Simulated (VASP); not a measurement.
HfB: electric field gradients with LDA

The system is HfB.

```
CELL_PARAMETERS angstrom
0.00000 2.35620 2.31000
2.35620 0.00000 2.31000
2.35620 2.35620 0.00000
ATOMIC_POSITIONS crystal
Hf 0.50000 0.50000 0.50000
B 0.00000 0.00000 0.00000
```

This cell differs from its parent crystal: equal xx and yy strain of +2 %.

- Program: VASP 6.6.1
- Task: electric field gradients
- Functional: LDA
- Potentials or basis: VASP PAW LDA potentials, release 64 (Hf_pv, B)
- Cutoff: 520 eV
- k mesh: 15 × 15 × 15
- Occupations: fermi-dirac, width 0.05 eV
- Spin: no spin polarisation
- Dipole correction: no
- Further INCAR settings: ALGO = Normal; EDIFF = 1e-08; NBANDS = 14

- Pressure: 10.3 GPa
- Band gap on the k mesh: zero (an odd number of electrons rules out a gap without spin polarisation)
- Largest electric field gradient by atom: Hf -32.4; B -0.5 V/Å²

Stress tensor (GPa, compression positive):
```
 7.36  0.00  0.00
 0.00  7.36  0.00
 0.00  0.00 16.21
```

Levels at points of the mesh, in eV from the Fermi level:
| k point | band 4 | band 5 | band 6 | band 7 | band 8 | band 9 | band 10 | band 11 |
| --- | --- | --- | --- | --- | --- | --- | --- | --- |
| (0.00, 0.00, 0.00) | -9.33 | 1.98 | 1.98 | 2.21 | 3.79 | 3.79 | 3.87 | 3.92 |

Electric field gradients, principal values (V/Å²):
```tsv
atom	least	middle	greatest (by size)
1 Hf	16.200	16.200	-32.400
2 B	0.263	0.263	-0.527
```

It took 53 s on 1 thread of AMD EPYC 9R45 96-Core Processor (Zen 5), with other jobs on the host, peak memory 0.2 GiB.

Caveat: the cell differs from its parent crystal (equal xx and yy strain of +2 %); the cell stands under pressure; without QUAD_EFG the Cq values of the log hold for a quadrupole moment of 1 mb, not for the nuclei; spin-orbit coupling is left out, which moves the levels of the heavy elements.
